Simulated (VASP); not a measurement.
Input of a VASP 6.6.1 run:

File INCAR:

```
  PREC = Accurate
  ENCUT = 520
  EDIFF = 1E-6
  ISMEAR = -1
  SIGMA = 0.05
  LREAL = F
  LASPH = T
  NELM = 60
  ALGO = Fast
  ISIF = 2
  LWAVE = F
  LCHARG = F
  GGA = PE
  NBANDS = 12
```

KPOINTS

```
regular mesh
0
Gamma
  10 10 10
```

POSCAR

```
Nb
1.0
    0.0000000000      2.1150000000      2.1150000000
    2.1150000000      0.0000000000      2.1150000000
    2.1150000000      2.1150000000      0.0000000000
Nb
1
Direct
    0.0000000000      0.0000000000      0.0000000000
```

Potentials or basis: VASP PAW PBE potentials, release 64 (Nb_sv).

The run is started by

```console
$ cat potpaw_PBE.64/Nb_sv/POTCAR > POTCAR
$ mpirun -np 1 vasp_std > vasp.out
```

Question: What does it give for the pressure?

Answer: -1.7 GPa.

Question: Predict the band gap on the k mesh.

Answer: Zero (an odd number of electrons rules out a gap without spin polarisation).
